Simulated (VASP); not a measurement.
Write the native input for VASP 6.6.1 that does the following.

```yaml
Task: single point
Functional: LDA
Potentials_or_basis: VASP PAW LDA potentials, release 64 (Al, N)
Cutoff: 520 eV
k_mesh: 8 × 8 × 8
Occupations: gaussian, width 0.02 eV
Spin: no spin polarisation
Dipole_correction: no
Further_INCAR_settings: ALGO = Normal; EDIFF = 1e-07; NBANDS = 11
```

The structure of AlN lies in POSCAR:

```
AlN
1.0
    0.0000000000      1.9952533333      1.9690000000
    1.9952533333      0.0000000000      1.9690000000
    1.9952533333      1.9952533333      0.0000000000
Al N
1 1
Direct
    0.0000000000      0.0000000000      0.0000000000
    0.5000000000      0.5000000000      0.5000000000
```

One way to write it, as run:

INCAR

```
SYSTEM = AlN
ALGO = Normal ; EDIFF = 1E-7
ENCUT = 520 ; ISIF = 2
ISMEAR = 0 ; LASPH = .True.
LCHARG = .False. ; LREAL = .False.
LWAVE = .False. ; NBANDS = 11
NELM = 80 ; PREC = Accurate
SIGMA = 0.02
```

KPOINTS

```
k-points
0
Gamma
  8 8 8
  0 0 0
```

Potentials or basis: VASP PAW LDA potentials, release 64 (Al, N).

Launch:

```console
$ cat potpaw_LDA.64/Al/POTCAR potpaw_LDA.64/N/POTCAR > POTCAR
$ mpirun -np 1 vasp_std > vasp.out
```

It gave:

The pressure is 9.2 GPa and the band gap on the k mesh is 4.86 eV, indirect (least direct gap 6.52 eV).

Wall time 7.7 s on 1 thread of Intel(R) Xeon(R) Platinum 8259CL CPU @ 2.50GHz (Skylake/Cascade Lake) (shared host), peak memory 0.12 GiB.
